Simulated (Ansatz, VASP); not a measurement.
# Two plane-wave programs on Nb

File INCAR:

```
PREC     = Accurate       # precision mode
ENCUT    = 520            # plane-wave cutoff, eV
EDIFF    = 1E-8           # SCF threshold, eV
ISMEAR   = -1             # smearing method
SIGMA    = 0.05           # smearing width, eV
LREAL    = False          # projectors in reciprocal space
LASPH    = True           # aspherical terms in the spheres
NELM     = 100            # most SCF steps
ALGO     = Normal         # electronic algorithm
ISIF     = 2              # what is computed and relaxed
LWAVE    = False          # write WAVECAR
LCHARG   = False          # write CHGCAR
GGA      = PS             # functional
LEFG     = True         
NBANDS   = 20             # bands
```

File KPOINTS:

```
regular mesh
0
Gamma
  9 9 9
```

POSCAR

```
Nb
1.0
    0.0000000000      2.8296800281      2.8296800281
    2.8296800281      0.0000000000      2.8296800281
    2.8296800281      2.8296800281      0.0000000000
Nb
2
Direct
   -0.2600000000     -0.0800000000     -0.0800000000
    0.2600000000      0.0800000000      0.0800000000
```

Input for Ansatz:

```yaml
crystal:
  lattice:
    - [0.0, 2.8296800281, 2.8296800281]
    - [2.8296800281, 0.0, 2.8296800281]
    - [2.8296800281, 2.8296800281, 0.0]
  atoms:
    - { symbol: Nb, position: [-0.26, -0.08, -0.08] }
    - { symbol: Nb, position: [0.26, 0.08, 0.08] }
kpoints:
  mp_grid: { grid: [9, 9, 9] }
scf:
  occupations: { method: fermi_dirac, width: 0.05 }
hamiltonian:
  xc: pbesol
  pseudopotentials: { kind: paw }
output:
  forces: true
  stress: true
  eigenvalues: true
  efg: { contact_densities: true }
  populations: true
```

Change from the starting cell: shortest bond scaled by 0.64, PAW files.

Alike in both runs: task electric field gradients; functional PBEsol; k mesh 9 × 9 × 9; occupations fermi-dirac, width 0.05 eV; no spin polarisation.

|  | VASP | Ansatz |
| --- | --- | --- |
| version | VASP 6.6.1 | Ansatz 0.2.0 |
| potentials or method | VASP PAW PBE potentials, release 64 (Nb_sv) | PAW with Ansatz's default frozen-core files, scalar-relativistic |
| plane-wave cutoff (eV) | 520 | 420 |
| valence electrons in the cell | 26 | 26 |

|  | VASP | Ansatz | Ansatz less VASP |
| --- | --- | --- | --- |
| pressure (GPa) | 116.2 | 124.2 | +7.92 |
| traceless stress, the component that is largest in VASP (GPa) | -115.17 | -123.21 | -8.036 |
| rms of the force components (eV/Å) | 34.828 | 37.277 | +2.4493 |
| size of Vzz on the site where it differs most (V/Å²) | 422.6 | 287.4 | -135.14 |

VASP's potentials were made for PBE, not for PBEsol. Atom by atom the forces differ by 2.449 eV/Å (rms over components). Both programs put the cell under a high pressure, so it lies far from rest at this level.

Noted on VASP's run: the cell as given lies far from equilibrium.
